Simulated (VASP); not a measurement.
A run of VASP 6.6.1 is set up as follows.

INCAR

```
SYSTEM = GaSb
PREC = Accurate
ENCUT = 520
EDIFF = 1E-6
ISMEAR = -1
SIGMA = 0.05
LREAL = .False.
LASPH = .True.
NELM = 100
ALGO = Normal
ISIF = 2
LWAVE = .False.
LCHARG = .True.
GGA = RE
LELF = .True.
LVHAR = .True.
NBANDS = 16
```

Contents of KPOINTS:

```
Automatic mesh
0
Gamma
  10 10 10
  0 0 0
```

File POSCAR:

```
GaSb
1.0
   -2.7859165661      2.7859165661      1.5904513475
    2.7859165661     -2.7859165661      1.5904513475
    2.7859165661      2.7859165661     -1.5904513475
Sb Ga
1 1
Direct
    0.0000000000      0.0000000000      0.0000000000
    0.7500000000      0.2500000000      0.5000000000
```

Potentials or basis: VASP PAW PBE potentials, release 64 (Sb, Ga_d).

Run with:

```sh
$ cat potpaw_PBE.64/Sb/POTCAR potpaw_PBE.64/Ga_d/POTCAR > POTCAR
$ mpirun -np 1 vasp_std > vasp.out
```

Problem. Estimate the band gap on the k mesh.

Solution. Zero (band 9 reaches 8.16 eV, above the bottom of band 10 at 3.79 eV).

Problem. Predict the pressure.

Solution. 0.0 GPa.

Stress tensor (GPa, compression positive):
```
-0.01  0.00  0.00
 0.00 -0.01  0.00
 0.00  0.00 -0.09
```

Caveat: the PAW data sets were made with another functional, which shifts forces and pressure a little; spin-orbit coupling is left out, which moves the levels of the heavy elements.
